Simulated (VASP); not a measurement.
The system is AlGa2Sb3.

```
Al Ga Sb
1.0
     4.22471    0.00000    0.00000
     0.00000    4.22471    0.00000
     0.00000    0.00000    8.18394
Al Ga Sb
1 2 3
Direct
  0.00000 0.00000 0.95698
  0.50000 0.00000 0.22020
  0.00000 0.50000 0.22020
  0.50000 0.50000 0.93382
  0.50000 0.50000 0.51783
  0.00000 0.00000 0.61179
```

The cell was generated, and may not be a known phase.

* Program: VASP 6.6.1
* Task: relaxation of cell and atoms
* Functional: PBE
* Potentials or basis: VASP PAW PBE potentials, release 64 (Al, Ga_d, Sb)
* Cutoff: 600 eV
* k mesh: 10 × 10 × 6
* Occupations: gaussian, width 0.1 eV
* Spin: no spin polarisation

At the start: pressure 0.0 GPa; volume 24.34 Å³/atom.

How do energy, volume and symmetry change on relaxing?

Over 32 steps the energy falls by 4.5 meV/atom and the volume is 24.62 Å³/atom (+1.1 %); space group P4mm (No. 99, to 0.1 Å) before and after.

The path:
| step | energy change (eV) | largest force (eV/Å) | pressure (GPa) | volume (Å³) |
| --- | --- | --- | --- | --- |
| 1 | 0.0000 | 0.0830 | 0.03 | 146.07 |
| 2 | -0.0026 | 0.0854 | 0.00 | 146.18 |
| 3 | -0.0090 | 0.1171 | -0.07 | 146.49 |
| 4 | -0.0121 | 0.1566 | -0.16 | 147.04 |
| 5 | -0.0129 | 0.1422 | -0.14 | 146.85 |
| 6 | -0.0157 | 0.1067 | 0.03 | 146.45 |
| 7 | -0.0173 | 0.1017 | 0.24 | 145.95 |
| 8 | -0.0198 | 0.1085 | -0.04 | 146.79 |
| 9 | -0.0199 | 0.1101 | -0.13 | 147.04 |
| 10 | -0.0213 | 0.0835 | -0.02 | 146.82 |
| 11 | -0.0221 | 0.0851 | 0.11 | 146.55 |
| 12 | -0.0230 | 0.0554 | -0.05 | 147.09 |
| 13 | -0.0231 | 0.0439 | -0.11 | 147.30 |
| 14 | -0.0237 | 0.0497 | 0.04 | 146.96 |
| 15 | -0.0237 | 0.0524 | 0.09 | 146.91 |
| 16 | -0.0242 | 0.0533 | 0.02 | 147.07 |
| 17 | -0.0247 | 0.0552 | -0.04 | 147.35 |
| 18 | -0.0252 | 0.0388 | 0.02 | 147.19 |
| 19 | -0.0256 | 0.0181 | 0.12 | 146.99 |
| 20 | -0.0262 | 0.0143 | 0.01 | 147.38 |
| 21 | -0.0263 | 0.0130 | -0.02 | 147.52 |
| 22 | -0.0263 | 0.0250 | -0.11 | 147.80 |
| 23 | -0.0265 | 0.0338 | -0.07 | 147.82 |
| 24 | -0.0266 | 0.0373 | -0.06 | 147.83 |
| 25 | -0.0266 | 0.0442 | -0.04 | 147.85 |
| 26 | -0.0266 | 0.0399 | -0.05 | 147.84 |
| 27 | -0.0267 | 0.0309 | 0.02 | 147.65 |
| 28 | -0.0267 | 0.0266 | 0.05 | 147.57 |
| 29 | -0.0267 | 0.0247 | 0.07 | 147.53 |
| 30 | -0.0268 | 0.0189 | 0.05 | 147.58 |
| 31 | -0.0269 | 0.0064 | 0.02 | 147.68 |
| 32 | -0.0269 | 0.0070 | 0.02 | 147.69 |

Final structure:
```
CELL_PARAMETERS angstrom
4.14538 0.00000 0.00000
0.00000 4.14538 0.00000
0.00000 0.00000 8.59484
ATOMIC_POSITIONS crystal
Al 0.00000 0.00000 0.94310
Ga 0.50000 0.00000 0.22360
Ga 0.00000 0.50000 0.22360
Sb 0.50000 0.50000 0.94332
Sb 0.50000 0.50000 0.51184
Sb 0.00000 0.00000 0.61535
```
